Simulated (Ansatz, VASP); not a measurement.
# MnS: VASP beside Ansatz

```
Mn S
1.0
     0.00000    2.60450    2.60450
     2.60450    0.00000    2.60450
     2.60450    2.60450    0.00000
Mn S
1 1
Direct
  0.00000 0.00000 0.00000
  0.50000 0.50000 0.50000
```

Alike in both runs: functional PBEsol; k mesh 9 × 9 × 9; occupations fermi-dirac, width 0.05 eV; collinear spin; Hubbard terms Mn d U = 2.0 eV.

|  | VASP | Ansatz |
| --- | --- | --- |
| version | VASP 6.6.1 | Ansatz 0.2.0 |
| potentials or method | VASP PAW PBE potentials, release 64 (Mn_pv, S), cutoff 520 eV | all-electron LAPW, scalar-relativistic |
| task | single point | density of states |

Ansatz gave:

```
gap on the k mesh at the Fermi level (eV)                     : none
pressure (GPa)                                                : -1.2
net moment per atom (μB)                                      : 2.49
size of the moment on the site where the two differ most (μB) : 4.66
```

Task: Which values does VASP return?

Result: gap on the k mesh at the Fermi level (eV): none; pressure (GPa): -1.8; net moment per atom (μB): 2.48; size of the moment on the site where the two differ most (μB): 4.48.

VASP's potentials were made for PBE, not for PBEsol. Site moments also hang on the region over which each program counts them. The programs project onto different local orbitals, so the same U acts differently, and such runs can settle in different states. A gap of «none» marks a metal or a gap that the smearing closes. Ansatz ran all-electron here, and VASP with PAW potentials.

Noted on Ansatz's run: the magnetic state may not be the lowest; U is the effective U less J, on atomic orbitals that reach past the spheres.
